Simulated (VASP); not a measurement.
Write the native input for VASP 6.6.1 that does the following.

```
Task                   : electric field gradients
Functional             : PBE
Potentials or basis    : VASP PAW PBE potentials, release 64 (O)
Cutoff                 : 520 eV
k mesh                 : 3 × 3 × 2
Occupations            : fermi-dirac, width 0.01 eV
Spin                   : no spin polarisation
Dipole correction      : no
Further INCAR settings : ALGO = Normal; EDIFF = 1e-08; NBANDS = 13
```

The structure of O lies in POSCAR:

```
O
1.0
    2.7015000000     -1.7145000000      0.0000000000
    2.7015000000      1.7145000000      0.0000000000
   -1.9649900000      0.0000000000      3.7479900000
O
2
Direct
    0.0640000000      0.0640000000      0.1530000000
    0.9360000000      0.9360000000      0.8470000000
```

One way to write it, as run:

INCAR

```
ALGO = Normal
EDIFF = 1E-8
ENCUT = 520
GGA = PE
ISIF = 2
ISMEAR = -1
LASPH = T
LCHARG = F
LEFG = T
LREAL = F
LWAVE = F
NBANDS = 13
NELM = 60
PREC = Accurate
SIGMA = 0.01
```

KPOINTS

```
k-points
0
Gamma
  3 3 2
```

Potentials or basis: VASP PAW PBE potentials, release 64 (O).

The run is started by

```console
$ cat potpaw_PBE.64/O/POTCAR > POTCAR
$ mpirun -np 1 vasp_std > vasp.out
```

Results of the run:

```
Pressure                                : 10.8 GPa
Largest force                           : 7.944 eV/Å
Band gap on the k mesh                  : zero (bands 6 and 7 overlap by 0.50 eV)
Largest electric field gradient by atom : O +113.6 V/Å²
```

Caveat: the k points lie up to 0.84 Å⁻¹ apart, too coarse for converged energies, forces and pressures; the standard files for N, O and F lose accuracy on very short bonds; spin is off for a triplet molecule; this functional lacks dispersion, which holds the molecules together, so the pressure and a relaxed volume are unreliable; without QUAD_EFG the Cq values of the log hold for a quadrupole moment of 1 mb, not for the nuclei; forces of over 1 eV/Å act on the atoms, so gaps and moduli don't describe the material at rest.

Run time: 3.3 s on 1 thread of Oxide Virtual Turin-like Processor, with other jobs on the host, peak memory 0.1 GiB.
